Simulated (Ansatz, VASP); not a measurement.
One calculation of CdTe, two programs

File INCAR:

```
PREC = Accurate
ENCUT = 600
EDIFF = 1E-6
ISMEAR = -1
SIGMA = 0.05
LREAL = F
LASPH = T
NELM = 80
ALGO = Normal
ISIF = 3
LWAVE = F
LCHARG = F
GGA = PS
IBRION = 2
NSW = 60
EDIFFG = -0.005
```

Contents of KPOINTS:

```
regular mesh
0
Gamma
  12 12 12
```

The input POSCAR:

```
CdTe
1.0
    0.0000000000      3.1072325060      3.1072325060
    3.1072325060      0.0000000000      3.1072325060
    3.1072325060      3.1072325060      0.0000000000
Cd Te
1 1
Direct
    0.0000000000      0.0000000000      0.0000000000
    0.2500000000      0.2500000000      0.2500000000
```

Input for Ansatz:

```yaml
crystal:
  lattice:
    - [0.0, 3.107232506, 3.107232506]
    - [3.107232506, 0.0, 3.107232506]
    - [3.107232506, 3.107232506, 0.0]
  atoms:
    - { symbol: Cd, position: [0.0, 0.0, 0.0] }
    - { symbol: Te, position: [0.25, 0.25, 0.25] }
kpoints:
  mp_grid: { grid: [12, 12, 12] }
scf:
  occupations: { method: fermi_dirac, width: 0.05 }
hamiltonian:
  xc: pbesol
  pseudopotentials: { kind: paw }
output:
  forces: true
  stress: true
relax:
  f_tol: 0.005
  max_steps: 40
  cell: {}
```

Alike in both runs: task relaxation of cell and atoms; functional PBEsol; k mesh 12 × 12 × 12; occupations fermi-dirac, width 0.05 eV; no spin polarisation.

|  | VASP | Ansatz |
| --- | --- | --- |
| version | VASP 6.6.1 | Ansatz 0.2.0 |
| potentials or method | VASP PAW PBE potentials, release 64 (Cd, Te) | PAW with Ansatz's default frozen-core files, scalar-relativistic |
| plane-wave cutoff (eV) | 600 | 420 |
| valence electrons in the cell | 18 | 36 |

|  | VASP | Ansatz | Ansatz less VASP |
| --- | --- | --- | --- |
| relaxed volume (Å³/atom) | 34.28 | 34.17 | -0.106 |
| relaxed cell length with the largest relative difference (Å) | 4.594 | 4.589 | -0.0048 |

VASP's potentials were made for PBE, not for PBEsol. VASP's potentials hold 18 valence electrons a cell and Ansatz's 36, so a difference there can come from the potentials and not from the codes.

Spin-orbit coupling is off throughout.
